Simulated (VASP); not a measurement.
# GaGe (F-43m) in VASP: further runs, part 2 of 2

VASP 6.6.1. The steps go on from the part before.

### Step 3. Single point, PBEsol (strained)

INCAR

```
SYSTEM = GaGe
PREC = Accurate ; ENCUT = 520
EDIFF = 1E-7 ; ISMEAR = 0
SIGMA = 0.1 ; LREAL = .False.
LASPH = .True. ; NELM = 100
ALGO = Normal ; ISIF = 2
LWAVE = .False. ; LCHARG = .False.
GGA = PS ; NBANDS = 20
```

KPOINTS

```
Automatic mesh
0
Gamma
  12 12 12
  0 0 0
```

POSCAR

```
GaGe
1.0
    0.0000000000      2.8983945904      2.8983945904
    2.8983945904      0.0000000000      2.8983945904
    2.8983945904      2.8983945904      0.0000000000
Ga Ge
1 1
Direct
    0.7500000000      0.7500000000      0.7500000000
    0.0000000000      0.0000000000      0.0000000000
```

Potentials or basis: VASP PAW PBE potentials, release 64 (Ga_d, Ge_d).

Run with:

```
> cat potpaw_PBE.64/Ga_d/POTCAR potpaw_PBE.64/Ge_d/POTCAR > POTCAR
> mpirun -np 1 vasp_std > vasp.out
```

OUTCAR:

```text
SYSTEM = GaGe
   PREC = Accurate
   ENCUT = 520
   EDIFF = 1E-7
   ISMEAR = 0
   LREAL = .False.
   LASPH = .True.
   NELM = 100
   ISIF = 2
   GGA = PS

 ion  position               nearest neighbor table
   1  0.750  0.750  0.750-   2 2.51   2 2.51   2 2.51   2 2.51
   2  0.000  0.000  0.000-   1 2.51   1 2.51   1 2.51   1 2.51

  LATTYP: Found a face centered cubic cell.
 ALAT       =     5.7967891808

  Lattice vectors:

 A1 = (   0.0000000000,   2.8983945904,   2.8983945904)
 A2 = (   2.8983945904,   0.0000000000,   2.8983945904)
 A3 = (   2.8983945904,   2.8983945904,   0.0000000000)

Analysis of symmetry for initial positions (statically):
=====================================================================
 Subroutine PRICEL returns:
 Original cell was already a primitive cell.

 Routine SETGRP: Setting up the symmetry group for a
 face centered cubic supercell.

 Subroutine GETGRP returns: Found 24 space group operations
 (whereof 24 operations were pure point group operations)
 out of a pool of 48 trial point group operations.

The static configuration has the point symmetry T_d .

Analysis of symmetry for dynamics (positions and initial velocities):
=====================================================================
 Subroutine PRICEL returns:
 Original cell was already a primitive cell.

 Routine SETGRP: Setting up the symmetry group for a
 face centered cubic supercell.

 Subroutine GETGRP returns: Found 24 space group operations
 (whereof 24 operations were pure point group operations)
 out of a pool of 48 trial point group operations.

The dynamic configuration has the point symmetry T_d .

 Subroutine INISYM returns: Found 24 space group operations
 (whereof 24 operations are pure point group operations),
 and found     1 'primitive' translations

----------------------------------------------------------------------------------------

                                     Primitive cell
[... 107 lines left out ...]
   EFERMI_NEDOS =   21; number of points for ismear=-14 and -15
   IALGO  =     38    algorithm
   IMIX   =      4    mixing-type and parameters
     AMIX     =   0.40;   BMIX     =  1.00
     AMIX_MAG =   1.60;   BMIX_MAG =  1.00
  volume/ion in A,a.u.               =      24.35       164.31
  Fermi-wavevector in a.u.,A,eV,Ry     =   1.344916  2.541523 24.610215  1.808800
  Thomas-Fermi vector in A             =   2.472871
   LORBIT       =      0    0 simple, 1 ext, 2 COOP (PROOUT), +10 PAW based schemes
   GGA     = PS    functional components
   LHFCALC =     F    Hartree Fock is set to
   AEXX    =    0.0000 exact exchange contribution
   IVDW    =     0    specifies the selected vdW correction
   LEPSILON=     F    determine dielectric tensor
   LRPA    =     F    only Hartree local field effects (RPA)
 non-spin polarized calculation
 Gauss-broadening in eV      SIGMA  =   0.10
  energy-cutoff  :      520.00
  volume of cell :       48.70
 maximum number of plane-waves:      1363
   NGX = 15   NGY = 15   NGZ = 15

 number of electron      26.9999992 magnetization

 Free energy of the ion-electron system (eV)
  ---------------------------------------------------
  ext. energy  EPLUGINS =         0.00000000
  ---------------------------------------------------
  free energy    TOTEN  =        -7.89159239 eV

  energy without entropy =       -7.88422101  energy(sigma->0) =       -7.88790670

 E-fermi :   2.8892     XC(G=0):  -9.7370

 val. band max:        2.8844248944   @ k =  -0.4167   0.1667   0.0833
 cond. band min:       2.9027760655   @ k =   0.3333   0.2500   0.0833
 fundamental gap:      0.0183511711
 Fermi energy:         2.8892325173

 k-point     1 :       0.0000    0.0000    0.0000
  band No.  band energies     occupation
      1     -20.9707      2.00000
      2     -20.9707      2.00000
      3     -20.9707      2.00000
      4     -20.9510      2.00000
      5     -20.9510      2.00000
      6     -11.3872      2.00000
[... 541 lines left out ...]
     19      12.8357      0.00000
     20      13.7980      0.00000

 [... further k-points ...]

------------------------ aborting loop because EDIFF is reached ----------------------------------------

  FORCE on cell =-STRESS in cart. coord.  units (eV):
  Direction    XX          YY          ZZ          XY          YZ          ZX
  --------------------------------------------------------------------------------------
  -------------------------------------------------------------------------------------
  Total       -0.7837462     -0.7837462     -0.7837462      0.0000000     -0.0000000      0.0000000
  in kB      -25.7859705    -25.7859705    -25.7859705      0.0000000     -0.0000000      0.0000000
  external PRESSURE =     -25.7859705 kB  Pullay stress =       0.0000000 kB

 VOLUME and BASIS-vectors are now :
 -----------------------------------------------------------------------------
  energy-cutoff  :      520.00
  volume of cell :       48.70
      direct lattice vectors                 reciprocal lattice vectors
     0.000000000  2.898394590  2.898394590    -0.172509292  0.172509292  0.172509292
     2.898394590  0.000000000  2.898394590     0.172509292 -0.172509292  0.172509292
     2.898394590  2.898394590  0.000000000     0.172509292  0.172509292 -0.172509292

 POSITION                                       TOTAL-FORCE (eV/Angst)
 -----------------------------------------------------------------------------------
      4.34759      4.34759      4.34759        -0.000000      0.000000      0.000000
      0.00000      0.00000      0.00000         0.000000     -0.000000     -0.000000
 -----------------------------------------------------------------------------------
    total drift:                               -0.000001     -0.000001     -0.000001

  FREE ENERGIE OF THE ION-ELECTRON SYSTEM (eV)
  ---------------------------------------------------
  free  energy   TOTEN  =        -7.8915923861 eV

  energy  without entropy=       -7.8842210073  energy(sigma->0) =       -7.88790670
```

Wall time 82 s (1 thread of Intel Xeon 8259CL, shared host); peak memory 0.22 GiB.

What came out:

- Free energy: -7.8916 eV
- Pressure: -2.6 GPa
- Band gap on the k mesh: zero (an odd number of electrons rules out a gap without spin polarisation)

Levels at points of the mesh, in eV from the Fermi level:
| k point | band 11 | band 12 | band 13 | band 14 | band 15 | band 16 | band 17 | band 18 |
| --- | --- | --- | --- | --- | --- | --- | --- | --- |
| (0.00, 0.00, 0.00) | -10.51 | 1.72 | 1.72 | 1.72 | 2.06 | 4.38 | 4.38 | 4.38 |
| (0.50, 0.00, 0.00) | -8.55 | -5.35 | 0.41 | 0.41 | 2.05 | 5.36 | 5.36 | 8.10 |
| (0.50, 0.50, 0.00) | -7.49 | -5.79 | -1.23 | -1.23 | 2.29 | 2.41 | 11.03 | 11.03 |

Caveat: the cell differs from its parent crystal (strained); the PAW data sets were made with another functional, which shifts forces and pressure a little.

### Step 4. Single point, PBEsol (strained)

INCAR

```
PREC = Accurate
ENCUT = 520
EDIFF = 1E-6
ISMEAR = 0
SIGMA = 0.1
LREAL = False
LASPH = True
NELM = 80
ALGO = Normal
ISIF = 2
LWAVE = False
LCHARG = False
GGA = PS
NBANDS = 20
```

KPOINTS

```
regular mesh
0
Gamma
  12 12 12
```

POSCAR

```
GaGe
1.0
    0.0000000000      2.9036107096      2.9036107096
    2.9036107096      0.0000000000      2.9036107096
    2.9036107096      2.9036107096      0.0000000000
Ga Ge
1 1
Direct
    0.7500000000      0.7500000000      0.7500000000
    0.0000000000      0.0000000000      0.0000000000
```

Run with:

```
> cat potpaw_PBE.64/Ga_d/POTCAR potpaw_PBE.64/Ge_d/POTCAR > POTCAR
> mpirun -np 1 vasp_std > vasp.out
```

Wall time 70 s (1 thread of Intel Xeon 8259CL, shared host); peak memory 0.22 GiB.

The run converged. Its results:

* Free energy: -7.8872 eV
* Pressure: -2.8 GPa
* Band gap on the k mesh: zero (an odd number of electrons rules out a gap without spin polarisation)

Levels at points of the mesh, in eV from the Fermi level:
```tsv
k point	band 10	band 11	band 12	band 13	band 14	band 15	band 16	band 17	band 18	band 19
(0.00, 0.00, 0.00)	-14.21	-10.48	1.71	1.71	1.71	2.01	4.37	4.37	4.37	7.55
(0.50, 0.00, 0.00)	-14.21	-8.53	-5.34	0.41	0.41	2.02	5.34	5.34	8.09	11.32
(0.50, 0.50, 0.00)	-14.21	-7.48	-5.78	-1.22	-1.22	2.29	2.40	10.98	10.98	12.14
```

Caveat: the cell differs from its parent crystal (strained); the PAW data sets were made with another functional, which shifts forces and pressure a little.

### Step 5. Single point, PBEsol (strained)

INCAR

```
SYSTEM = GaGe
PREC = Accurate
ENCUT = 520
EDIFF = 1E-6
ISMEAR = 0
SIGMA = 0.1
LREAL = .False.
LASPH = .True.
NELM = 60
ALGO = Normal
ISIF = 2
LWAVE = .False.
LCHARG = .True.
GGA = PS
LELF = .True.
LVHAR = .True.
NBANDS = 20
```

KPOINTS

```
Automatic mesh
0
Gamma
  12 12 12
  0 0 0
```

POSCAR

```
GaGe
1.0
    0.0000000000      2.9412247247      2.9412247247
    2.9412247247      0.0000000000      2.9412247247
    2.9412247247      2.9412247247      0.0000000000
Ga Ge
1 1
Direct
    0.7500000000      0.7500000000      0.7500000000
    0.0000000000      0.0000000000      0.0000000000
```

Run with:

```
> cat potpaw_PBE.64/Ga_d/POTCAR potpaw_PBE.64/Ge_d/POTCAR > POTCAR
> mpirun -np 1 vasp_std > vasp.out
```

Run time: 65 s. Hardware: 1 thread of Intel Xeon 8259CL, shared host; peak memory 0.22 GiB.

It converged, with:

```yaml
Free_energy: -7.8441 eV
Pressure: -4.3 GPa
Band_gap_on_the_k_mesh: zero (an odd number of electrons rules out a gap without spin polarisation)
```

Levels at points of the mesh, in eV from the Fermi level:
```tsv
k point	band 11	band 12	band 13	band 14	band 15	band 16	band 17	band 18
(0.00, 0.00, 0.00)	-10.28	1.63	1.63	1.63	1.64	4.28	4.28	4.28
(0.50, 0.00, 0.00)	-8.43	-5.22	0.39	0.39	1.85	5.25	5.25	8.00
(0.50, 0.50, 0.00)	-7.43	-5.69	-1.16	-1.16	2.27	2.36	10.61	10.61
```

Caveat: the cell differs from its parent crystal (strained); the cell stands under tension; the PAW data sets were made with another functional, which shifts forces and pressure a little.

### Step 6. Single point, PBEsol (strained)

INCAR

```
ALGO = Normal ; EDIFF = 1E-6
ENCUT = 520 ; GGA = PS
ISIF = 2 ; ISMEAR = 0
LASPH = T ; LCHARG = F
LREAL = F ; LWAVE = F
NBANDS = 20 ; NELM = 100
PREC = Accurate ; SIGMA = 0.1
```

KPOINTS

```
k-points
0
Gamma
  12 12 12
```

POSCAR

```
GaGe
1.0
    0.0000000000      2.9764045508      2.9764045508
    2.9764045508      0.0000000000      2.9764045508
    2.9764045508      2.9764045508      0.0000000000
Ga Ge
1 1
Direct
    0.7500000000      0.7500000000      0.7500000000
    0.0000000000      0.0000000000      0.0000000000
```

Potentials or basis: VASP PAW PBE potentials, release 64 (Ga_d, Ge_d).

Run with:

```
> cat potpaw_PBE.64/Ga_d/POTCAR potpaw_PBE.64/Ge_d/POTCAR > POTCAR
> mpirun -np 1 vasp_std > vasp.out
```

Wall time 70 s (1 thread of Intel Xeon 8259CL, shared host); peak memory 0.22 GiB.

Results (log left out):

```
Free energy            : -7.7876 eV
Pressure               : -5.4 GPa
Band gap on the k mesh : zero (an odd number of electrons rules out a gap without spin polarisation)
```

Levels at points of the mesh, in eV from the Fermi level:
```
           k point  band 11  band 12  band 13  band 14  band 15  band 16  band 17  band 18
(0.00, 0.00, 0.00)   -10.10     1.31     1.57     1.57     1.57     4.21     4.21     4.21
(0.50, 0.00, 0.00)    -8.34    -5.12     0.38     0.38     1.69     5.17     5.17     7.91
(0.50, 0.50, 0.00)    -7.39    -5.61    -1.11    -1.11     2.26     2.32    10.28    10.28
```

Caveat: the cell differs from its parent crystal (strained); the cell stands under tension; the PAW data sets were made with another functional, which shifts forces and pressure a little.

### Step 7. Overview

| cell | gap on the mesh (eV) | pressure (GPa) |
| --- | --- | --- |
| a = 3.946 Å, angles 60.0°, 2 atoms | none | 4.2 |
| a = 4.099 Å, angles 60.0°, 2 atoms | none | -2.6 |
| a = 4.106 Å, angles 60.0°, 2 atoms | none | -2.8 |
| a = 4.160 Å, angles 60.0°, 2 atoms | none | -4.3 |
| a = 4.209 Å, angles 60.0°, 2 atoms | none | -5.4 |

Alike in all rows: task single point; level PBEsol; potentials or basis VASP PAW PBE potentials, release 64 (Ga_d, Ge_d); no spin polarisation; k mesh 12 × 12 × 12; cutoff (eV) 520; smearing gaussian 0.1 eV.

Caveats: the PAW data sets were made with another functional, which shifts forces and pressure a little; the cell stands under tension (at least some runs); the cell stands under pressure (at least some runs).

Absolute energies hang on the potentials; compare differences alone.

The gap in the log of VASP goes by the Fermi energy; the results here count the filled bands.